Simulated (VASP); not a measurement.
Here is a VASP 6.6.1 calculation.

INCAR

```
SYSTEM = Cl
PREC = Accurate
ENCUT = 500
EDIFF = 1E-7
ISMEAR = -1
SIGMA = 0.01
LREAL = .False.
LASPH = .True.
NELM = 120
ALGO = Normal
ISIF = 3
LWAVE = .False.
LCHARG = .False.
GGA = PE
IBRION = 2
NSW = 60
EDIFFG = -0.02
GGA_COMPAT = .False.
NELMIN = 4
```

File KPOINTS:

```
regular mesh
0
Gamma
  5 5 5
  0 0 0
```

POSCAR

```
Cl
1.0
    0.0000000000      3.0750000000      3.0750000000
    3.0750000000      0.0000000000      3.0750000000
    3.0750000000      3.0750000000      0.0000000000
Cl
2
Direct
    1.0000000000      1.0000000000      1.0000000000
    0.2500000000      0.2500000000      0.2500000000
```

Potentials or basis: VASP PAW PBE potentials, release 64 (Cl).

Launch:

```bash
$ cat potpaw_PBE.64/Cl/POTCAR > POTCAR
$ mpirun -np 1 vasp_std > vasp.out
```

(1) Predict the relaxed volume.

(2) Estimate the space group after relaxing (to 0.1 Å).

Results:

(1) 33.31 Å³/atom.

(2) Fd-3m (No. 227).
